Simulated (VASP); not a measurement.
Ni:

```
CELL_PARAMETERS angstrom
0.00000 1.65391 1.65391
1.65391 0.00000 1.65391
1.65391 1.65391 0.00000
ATOMIC_POSITIONS crystal
Ni 0.00000 0.00000 0.00000
```

Base run:

```yaml
Program: VASP 6.6.1
Functional: PBE
Dispersion: D4
Potentials_or_basis: VASP PAW PBE potentials, release 64 (Ni)
Cutoff: 520 eV
k_mesh: 13 × 13 × 13
Occupations: tetrahedron
Spin: collinear spin, ferromagnetic start
Starting_moments: "[1.0] μB"
Hubbard_terms: Ni d U = 3.5 eV
```

Its results: pressure 31.3 GPa; net moment 0.62 μB per cell; site moments Ni +0.63 μB.

Q: The run is repeated on the same cell with these changes: potentials or basis from VASP PAW PBE potentials, release 64 (Ni) to VASP PAW PBE potentials, release 64 (Ni_sv_GW); cutoff from 520 eV to 590 eV; further incar settings from ALGO = Normal; EDIFF = 1e-06; NBANDS = 15 to ALGO = Normal; EDIFF = 1e-06; NBANDS = 19; valence electrons from 10 to 18. What comes out?

A: Pressure 41.8 GPa; net moment 0.69 μB per cell; site moments Ni +0.75 μB.

Caveats: pairwise dispersion overbinds metals, which lowers pressure and volume; the U is typed as a test and isn't derived for this compound; tetrahedron occupations give inexact forces and stress in metals.
